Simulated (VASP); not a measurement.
Wanted: the native input for a VASP 6.6.1 run.

| Quantity | Value |
| --- | --- |
| Task | single point |
| Functional | PBE |
| Dispersion | D3(BJ) |
| Potentials or basis | VASP PAW PBE potentials, release 64 (I) |
| Cutoff | 520 eV |
| k mesh | 18 × 18 × 18 |
| Occupations | gaussian, width 0.15 eV |
| Spin | no spin polarisation |
| Dipole correction | no |
| Further INCAR settings | ALGO = Normal; EDIFF = 1e-06; NBANDS = 10 |

The structure of I lies in POSCAR:

```
I
1.0
   -2.2697862021      2.2697862021      1.7704332377
    2.2697862021     -2.2697862021      1.7704332377
    2.2697862021      2.2697862021     -1.7704332377
I
1
Direct
    0.0000000000      0.0000000000      0.0000000000
```

This cell differs from its parent crystal: ratio of the length along z to the lengths across it x 0.78, volume and fractional coordinates fixed.

These files were run (other wordings do the same):

INCAR

```
SYSTEM = I
PREC = Accurate ; ENCUT = 520
EDIFF = 1E-6 ; ISMEAR = 0
SIGMA = 0.15 ; LREAL = .FALSE.
LASPH = .TRUE. ; NELM = 80
ALGO = Normal ; ISIF = 2
LWAVE = .FALSE. ; LCHARG = .FALSE.
GGA = PE ; IVDW = 12
NBANDS = 10
```

KPOINTS

```
Automatic mesh
0
G
  18 18 18
  0 0 0
```

Potentials or basis: VASP PAW PBE potentials, release 64 (I).

Launch:

```sh
$ cat potpaw_PBE.64/I/POTCAR > POTCAR
$ mpirun -np 1 vasp_std > vasp.out
```

Results of the run:

```yaml
Pressure: -1.8 GPa
Band_gap_on_the_k_mesh: zero (an odd number of electrons rules out a gap without spin polarisation)
Dispersion_energy_per_atom: -0.362 eV
```

Caveat: spin-orbit coupling is left out, which moves the levels of the heavy elements; an odd number of electrons without spin polarisation forces a metal; a magnetic or distorted state may lie lower.

Wall time 110 s on 1 thread of Intel Xeon 8259CL, with other jobs on the host, peak memory 0.29 GiB.
